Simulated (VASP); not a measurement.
Input of a VASP 6.6.1 run:

File INCAR:

```
  PREC = Accurate
  ENCUT = 520
  EDIFF = 1E-6
  ISMEAR = 1
  SIGMA = 0.025
  LREAL = False
  LASPH = True
  NELM = 150
  ALGO = Normal
  ISIF = 2
  LWAVE = False
  LCHARG = False
  ISPIN = 2
  MAGMOM = 4 0
  LORBIT = 11
  LMAXMIX = 4
  NBANDS = 20
```

KPOINTS

```
Automatic mesh
0
Gamma
  7 7 7
```

File POSCAR:

```
MnS
1.0
    3.6833190000      0.0000000000      0.0000000000
    1.8416595000      3.1898478242      0.0000000000
    1.8416595000      1.0632826081      3.0074173700
Mn S
1 1
Direct
    0.0000000000      0.0000000000      0.0000000000
    0.5000000000      0.5000000000      0.5000000000
```

Potentials or basis: VASP PAW LDA potentials, release 64 (Mn_pv, S).

The run is started by

```bash
$ cat potpaw_LDA.64/Mn_pv/POTCAR potpaw_LDA.64/S/POTCAR > POTCAR
$ mpirun -np 1 vasp_std > vasp.out
```

**Question.** What does it give for the net moment?

**Answer.** 4.56 μB per cell.

**Question.** What does it give for the pressure?

**Answer.** -11.9 GPa.

Caveat: the cell stands under tension; a cell with one magnetic atom can't hold antiferromagnetic order, which such compounds often take.
